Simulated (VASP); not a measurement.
# HfAl2N3 (P6_3/mmc) in VASP: a series of runs

Runs on HfAl2N3. Level: PBE. Tasks: single point, relaxation of cell and atoms.

All numbers are computed with VASP 6.6.1; they aren't measurements. Logs are shortened: lines on timing, memory, paths and dates and some standing lists are left out, and cuts for length are marked.

### 1 The cell of the first run

The structure is hexagonal, space group P6_3/mmc (No. 194). The conventional cell has a = 2.966 Å, b = 2.966 Å, c = 15.771 Å, α = 90.00°, β = 90.00°, γ = 120.00°. Hf (site symmetry -6m2) has 6 N at 2.24 Å and 6 Hf at 2.97 Å within 3.0 Å. Within 2.8 Å of Al (site symmetry 3m) lie 6 N at 2.11 to 2.13 Å. Within 2.8 Å of N (site symmetry -3m) lie 6 Al at 2.13 Å and 2 N at 2.50 Å. N (site symmetry 3m) has 3 Al at 2.11 Å and 3 Hf at 2.24 Å and 1 N at 2.50 Å within 2.8 Å.

### 2 Single point, PBE

INCAR reads:

```
PREC = Accurate ; ENCUT = 520
EDIFF = 1E-6 ; ISMEAR = 0
SIGMA = 0.1 ; LREAL = F
LASPH = T ; NELM = 80
ALGO = Normal ; ISIF = 2
LWAVE = F ; LCHARG = F
GGA = PE ; NBANDS = 43
```

KPOINTS reads:

```
regular mesh
0
Gamma
  6 6 1
```

POSCAR reads:

```
HfAl2N3
1.0
    2.9661588530     -0.0000000026      0.0000000000
   -1.4830794243      2.5687689196      0.0000000000
    0.0000000000      0.0000000000     15.7711754508
Hf Al N
2 4 6
Direct
    0.6666666667      0.3333333333      0.2500000000
    0.3333333333      0.6666666667      0.7500000000
    0.6666666667      0.3333333333      0.5802897662
    0.6666666667      0.3333333333      0.9197102338
    0.3333333333      0.6666666667      0.0802897662
    0.3333333333      0.6666666667      0.4197102338
    0.0000000000      0.0000000000      0.0000000000
    0.0000000000      0.0000000000      0.3413425009
    0.0000000000      0.0000000000      0.6586574991
    0.0000000000      0.0000000000      0.1586574991
    0.0000000000      0.0000000000      0.5000000000
    0.0000000000      0.0000000000      0.8413425009
```

Potentials or basis: VASP PAW PBE potentials, release 64 (Hf_pv, Al, N).

Run with:

```console
> cat potpaw_PBE.64/Hf_pv/POTCAR potpaw_PBE.64/Al/POTCAR potpaw_PBE.64/N/POTCAR > POTCAR
> mpirun -np 1 vasp_std > vasp.out
```

OUTCAR:

```text
PREC = Accurate
   ENCUT = 520
   EDIFF = 1E-6
   ISMEAR = 0
   LREAL = F
   LASPH = T
   NELM = 80
   ISIF = 2
   GGA = PE

 ion  position               nearest neighbor table
   1  0.667  0.333  0.250-   8 2.24  10 2.24   8 2.24  10 2.24   8 2.24  10 2.24   5 3.18   6 3.18
                             5 3.18   6 3.18   5 3.18   6 3.18
   2  0.333  0.667  0.750-   9 2.24  12 2.24   9 2.24  12 2.24   9 2.24  12 2.24   3 3.18   4 3.18
                             3 3.18   4 3.18   3 3.18   4 3.18
   3  0.667  0.333  0.580-   9 2.11   9 2.11   9 2.11  11 2.13  11 2.13  11 2.13   6 3.06   6 3.06
                             6 3.06   2 3.18   2 3.18   2 3.18
   4  0.667  0.333  0.920-  12 2.11  12 2.11  12 2.11   7 2.13   7 2.13   7 2.13   5 3.06   5 3.06
                             5 3.06   2 3.18   2 3.18   2 3.18
   5  0.333  0.667  0.080-  10 2.11  10 2.11  10 2.11   7 2.13   7 2.13   7 2.13   4 3.06   4 3.06
                             4 3.06   1 3.18   1 3.18   1 3.18
   6  0.333  0.667  0.420-   8 2.11   8 2.11   8 2.11  11 2.13  11 2.13  11 2.13   3 3.06   3 3.06
                             3 3.06   1 3.18   1 3.18   1 3.18
   7  0.000  0.000  0.000-   4 2.13   5 2.13   4 2.13   5 2.13   4 2.13   5 2.13
   8  0.000  0.000  0.341-   6 2.11   6 2.11   6 2.11   1 2.24   1 2.24   1 2.24
   9  0.000  0.000  0.659-   3 2.11   3 2.11   3 2.11   2 2.24   2 2.24   2 2.24
  10  0.000  0.000  0.159-   5 2.11   5 2.11   5 2.11   1 2.24   1 2.24   1 2.24
  11  0.000  0.000  0.500-   3 2.13   6 2.13   3 2.13   6 2.13   3 2.13   6 2.13
  12  0.000  0.000  0.841-   4 2.11   4 2.11   4 2.11   2 2.24   2 2.24   2 2.24

  LATTYP: Found a hexagonal cell.
 ALAT       =     2.9661588530
 C/A-ratio  =     5.3170366903

  Lattice vectors:

 A1 = (   2.9661588530,  -0.0000000026,   0.0000000000)
 A2 = (  -1.4830794243,   2.5687689196,   0.0000000000)
 A3 = (   0.0000000000,   0.0000000000,  15.7711754508)

Analysis of symmetry for initial positions (statically):
=====================================================================
 Subroutine PRICEL returns:
 Original cell was already a primitive cell.

 Routine SETGRP: Setting up the symmetry group for a
 hexagonal supercell.

 Subroutine GETGRP returns: Found 24 space group operations
 (whereof 12 operations were pure point group operations)
 out of a pool of 24 trial point group operations.

The static configuration has the point symmetry D_3d.
 The point group associated with its full space group is D_6h.

Analysis of symmetry for dynamics (positions and initial velocities):
=====================================================================
 Subroutine PRICEL returns:
 Original cell was already a primitive cell.

 Routine SETGRP: Setting up the symmetry group for a
 hexagonal supercell.

 Subroutine GETGRP returns: Found 24 space group operations
 (whereof 12 operations were pure point group operations)
 out of a pool of 24 trial point group operations.

The dynamic configuration has the point symmetry D_3d.
 The point group associated with its full space group is D_6h.

 Subroutine INISYM returns: Found 24 space group operations
 (whereof 12 operations are pure point group operations),
 and found     1 'primitive' translations

----------------------------------------------------------------------------------------

                                     Primitive cell

  volume of cell :     120.1665

  direct lattice vectors                    reciprocal lattice vectors
     2.966158853 -0.000000003  0.000000000     0.337136361  0.194645768  0.000000000
    -1.483079424  2.568768920  0.000000000     0.000000000  0.389291537  0.000000000
     0.000000000  0.000000000 15.771175451     0.000000000  0.000000000  0.063406815

  length of vectors
     2.966158853  2.966158853 15.771175451     0.389291537  0.389291537  0.063406815

  position of ions in fractional coordinates (direct lattice)
     0.666666667  0.333333333  0.250000000
     0.333333333  0.666666667  0.750000000
     0.666666667  0.333333333  0.580289766
     0.666666667  0.333333333  0.919710234
     0.333333333  0.666666667  0.080289766
     0.333333333  0.666666667  0.419710234
     0.000000000  0.000000000  0.000000000
     0.000000000  0.000000000  0.341342501
     0.000000000  0.000000000  0.658657499
     0.000000000  0.000000000  0.158657499
     0.000000000  0.000000000  0.500000000
     0.000000000  0.000000000  0.841342501

  ion indices of the primitive-cell ions
   primitive index   ion index
                 1           1
                 2           2
                 3           3
                 4           4
                 5           5
                 6           6
                 7           7
                 8           8
                 9           9
                10          10
                11          11
                12          12

----------------------------------------------------------------------------------------

 KPOINTS: regular mesh

Automatic generation of k-mesh.
 Grid dimensions read from file:
 generate k-points for:    6    6    1

 Generating k-lattice:

  Cartesian coordinates                     Fractional coordinates (reciprocal lattice)
     0.056189393  0.032440961  0.000000000     0.166666667 -0.000000000  0.000000000
     0.000000000  0.064881923  0.000000000    -0.000000000  0.166666667  0.000000000
     0.000000000  0.000000000  0.063406815     0.000000000  0.000000000  1.000000000

  Length of vectors
     0.064881923  0.064881923  0.063406815

  Shift w.r.t. Gamma in fractional coordinates (k-lattice)
     0.000000000  0.000000000  0.000000000

 Subroutine IBZKPT returns following result:
 ===========================================

 Found      7 irreducible k-points:

 Following reciprocal coordinates:
            Coordinates               Weight
  0.000000  0.000000  0.000000      1.000000
  0.166667 -0.000000  0.000000      6.000000
  0.333333  0.000000  0.000000      6.000000
  0.500000  0.000000  0.000000      3.000000
  0.166667  0.166667  0.000000      6.000000
  0.333333  0.166667  0.000000     12.000000
  0.333333  0.333333  0.000000      2.000000
   k-points           NKPTS =      7   k-points in BZ     NKDIM =      7   number of bands    NBANDS=     43
   number of dos      NEDOS =    301   number of ions     NIONS =     12
   total plane-waves  NPLWV =  69120
   dimension x,y,z NGX =    24 NGY =   24 NGZ =  120
   dimension x,y,z NGXF=    48 NGYF=   48 NGZF=  240
   ions per type =               2   4   6
   NGX,Y,Z   is equivalent  to a cutoff of  13.45, 13.45, 12.65 a.u.
   NGXF,Y,Z  is equivalent  to a cutoff of  26.90, 26.90, 25.30 a.u.
 SYSTEM =  unknown system
   PREC   = accura    normal or accurate (medium, high low for compatibility)
   ISTART =      0    job   : 0-new  1-cont  2-samecut
   ICHARG =      2    charge: 1-file 2-atom 10-const
   ISPIN  =      1    spin polarized calculation?
   LNONCOLLINEAR =      F non collinear calculations
   LSORBIT =      F    spin-orbit coupling
   LASPH  =      T    aspherical Exc in radial PAW
   ENCUT  =  520.0 eV  38.22 Ry    6.18 a.u.   5.52  5.52 29.32*2*pi/ulx,y,z
   NELM   =     80;   NELMIN=  2; NELMDL= -5     # of ELM steps
   EDIFF  = 0.1E-05   stopping-criterion for ELM
   LREAL  =      F    real-space projection
   EDIFFG = 0.1E-04   stopping-criterion for IOM
   NSW    =      0    number of steps for IOM
   IBRION =     -1    ionic relax: 0-MD 1-quasi-New 2-CG
   NFREE  =      0    steps in history (QN), initial steepest desc. (CG)
   ISIF   =      2    stress and relaxation
   ISYM   =      2    0-nonsym 1-usesym 2-fastsym
   POTIM  = 0.5000    time-step for ionic-motion
   TEBEG  =    0.0;   TEEND  =   0.0 temperature during run
   PSTRESS=    0.0 pullay stress
   NELECT =      62.0000    total number of electrons
   NUPDOWN=      -1.0000    fix difference up-down
   EMIN   =  10.00;   EMAX   =-10.00  energy-range for DOS
   EFERMI =   0.00;   METHOD = LEGACY
   ISMEAR =     0;   SIGMA  =   0.10  broadening in eV -4-tet -1-fermi 0-gaus
   EFERMI_NEDOS =   21; number of points for ismear=-14 and -15
   IALGO  =     38    algorithm
   IMIX   =      4    mixing-type and parameters
     AMIX     =   0.40;   BMIX     =  1.00
     AMIX_MAG =   1.60;   BMIX_MAG =  1.00
  volume/ion in A,a.u.               =      10.01        67.58
  Fermi-wavevector in a.u.,A,eV,Ry     =   1.313039  2.481284 23.457408  1.724071
  Thomas-Fermi vector in A             =   2.443389
   LORBIT       =      0    0 simple, 1 ext, 2 COOP (PROOUT), +10 PAW based schemes
   GGA     = PE    functional components
   LHFCALC =     F    Hartree Fock is set to
   AEXX    =    0.0000 exact exchange contribution
   IVDW    =     0    specifies the selected vdW correction
   LEPSILON=     F    determine dielectric tensor
   LRPA    =     F    only Hartree local field effects (RPA)
 non-spin polarized calculation
 Gauss-broadening in eV      SIGMA  =   0.10
  energy-cutoff  :      520.00
  volume of cell :      120.17
 maximum number of plane-waves:      3299
 NGX is ok and might be reduce to    24
   NGX = 11   NGY = 11   NGZ = 59

 number of electron      61.9999999 magnetization

 Free energy of the ion-electron system (eV)
  ---------------------------------------------------
  ext. energy  EPLUGINS =         0.00000000
  ---------------------------------------------------
  free energy    TOTEN  =       -95.78268043 eV

  energy without entropy =      -95.76416443  energy(sigma->0) =      -95.77342243

 E-fermi :   9.1521     XC(G=0): -12.1303

 val. band max:        9.1011800881   @ k =   0.1667   0.1667   0.0000
 cond. band min:       9.4527741403   @ k =   0.5000   0.0000   0.0000
 fundamental gap:      0.3515940522
 Fermi energy:         9.1521157149

 k-point     1 :       0.0000    0.0000    0.0000
  band No.  band energies     occupation
      1     -21.5583      2.00000
      2     -21.5582      2.00000
      3     -20.6950      2.00000
      4     -20.6950      2.00000
      5     -20.6950      2.00000
      6     -20.6950      2.00000
[... 35 lines left out ...]
     42      14.1580      0.00000
     43      14.1721      0.00000

 k-point     2 :       0.1667   -0.0000    0.0000
  band No.  band energies     occupation
      1     -21.4820      2.00000
      2     -21.4820      2.00000
      3     -21.0447      2.00000
      4     -21.0447      2.00000
      5     -20.7678      2.00000
      6     -20.7678      2.00000
[... 35 lines left out ...]
     42      14.7725      0.00000
     43      14.8288      0.00000

 k-point     3 :       0.3333    0.0000    0.0000
  band No.  band energies     occupation
      1     -21.6867      2.00000
      2     -21.6867      2.00000
      3     -21.3256      2.00000
      4     -21.3256      2.00000
      5     -20.9102      2.00000
      6     -20.9102      2.00000
[... 35 lines left out ...]
     42      14.8527      0.00000
     43      15.0250      0.00000

 k-point     4 :       0.5000    0.0000    0.0000
  band No.  band energies     occupation
      1     -21.9841      2.00000
      2     -21.9841      2.00000
      3     -21.2453      2.00000
      4     -21.2453      2.00000
      5     -20.9799      2.00000
      6     -20.9798      2.00000
[... 35 lines left out ...]
     42      15.4828      0.00000
     43      15.9222      0.00000

 k-point     5 :       0.1667    0.1667    0.0000
  band No.  band energies     occupation
      1     -21.4706      2.00000
      2     -21.4706      2.00000
      3     -21.3653      2.00000
      4     -21.3653      2.00000
      5     -20.9438      2.00000
      6     -20.9438      2.00000
[... 35 lines left out ...]
     42      14.7564      0.00000
     43      14.9766      0.00000

 k-point     6 :       0.3333    0.1667    0.0000
  band No.  band energies     occupation
      1     -21.8281      2.00000
      2     -21.8281      2.00000
      3     -21.2459      2.00000
      4     -21.2459      2.00000
      5     -21.1606      2.00000
      6     -21.1606      2.00000
[... 35 lines left out ...]
     42      15.4894      0.00000
     43      15.6276      0.00000

 k-point     7 :       0.3333    0.3333    0.0000
  band No.  band energies     occupation
      1     -21.6569      2.00000
      2     -21.6569      2.00000
      3     -21.5387      2.00000
      4     -21.5387      2.00000
      5     -21.2060      2.00000
      6     -21.2060      2.00000
[... 35 lines left out ...]
     42      15.7262      0.00000
     43      15.7267      0.00000

------------------------ aborting loop because EDIFF is reached ----------------------------------------

  FORCE on cell =-STRESS in cart. coord.  units (eV):
  Direction    XX          YY          ZZ          XY          YZ          ZX
  --------------------------------------------------------------------------------------
  -------------------------------------------------------------------------------------
  Total       -0.7345349     -0.7345349     -0.8635405      0.0000000      0.0000000     -0.0000000
  in kB       -9.7935359     -9.7935359    -11.5135642      0.0000000      0.0000000     -0.0000000
  external PRESSURE =     -10.3668787 kB  Pullay stress =       0.0000000 kB

 VOLUME and BASIS-vectors are now :
 -----------------------------------------------------------------------------
  energy-cutoff  :      520.00
  volume of cell :      120.17
      direct lattice vectors                 reciprocal lattice vectors
     2.966158853 -0.000000003  0.000000000     0.337136361  0.194645768  0.000000000
    -1.483079424  2.568768920  0.000000000     0.000000000  0.389291537  0.000000000
     0.000000000  0.000000000 15.771175451     0.000000000  0.000000000  0.063406815

 POSITION                                       TOTAL-FORCE (eV/Angst)
 -----------------------------------------------------------------------------------
      1.48308      0.85626      3.94279        -0.000000      0.000000      0.000000
      0.00000      1.71251     11.82838         0.000000     -0.000000      0.000000
      1.48308      0.85626      9.15185        -0.000000      0.000000      0.011233
      1.48308      0.85626     14.50491         0.000000      0.000000     -0.011233
      0.00000      1.71251      1.26626        -0.000000     -0.000000      0.011233
      0.00000      1.71251      6.61932        -0.000000     -0.000000     -0.011233
      0.00000      0.00000      0.00000         0.000000      0.000000      0.000000
      0.00000      0.00000      5.38337        -0.000000      0.000000     -0.103123
      0.00000      0.00000     10.38780         0.000000      0.000000      0.103123
      0.00000      0.00000      2.50222        -0.000000     -0.000000      0.103123
      0.00000      0.00000      7.88559         0.000000      0.000000      0.000000
      0.00000      0.00000     13.26896         0.000000      0.000000     -0.103123
 -----------------------------------------------------------------------------------
    total drift:                               -0.000000      0.000000     -0.000000

  FREE ENERGIE OF THE ION-ELECTRON SYSTEM (eV)
  ---------------------------------------------------
  free  energy   TOTEN  =       -95.7826804282 eV

  energy  without entropy=      -95.7641644291  energy(sigma->0) =      -95.77342243
```

Run time: 78 s. Hardware: 1 thread of AMD EPYC 7R13, shared host; peak memory 0.22 GiB.

What came out:

```
Free energy            : -95.7827 eV
Pressure               : -1.0 GPa
Largest force          : 0.103 eV/Å
Band gap on the k mesh : zero (band 31 reaches 10.11 eV, above the bottom of band 32 at 9.07 eV)
```

Forces on the atoms (eV/Å):
```
Hf   0.000  0.000  0.000
Hf   0.000  0.000  0.000
Al   0.000  0.000  0.011
Al   0.000  0.000 -0.011
Al   0.000  0.000  0.011
Al   0.000  0.000 -0.011
N    0.000  0.000  0.000
N    0.000  0.000 -0.103
N    0.000  0.000  0.103
N    0.000  0.000  0.103
N    0.000  0.000  0.000
N    0.000  0.000 -0.103
```

Caveat: the k points lie up to 0.41 Å⁻¹ apart; spin-orbit coupling is left out, which moves the levels of the heavy elements.

(Part 1 of 2 ends here.)
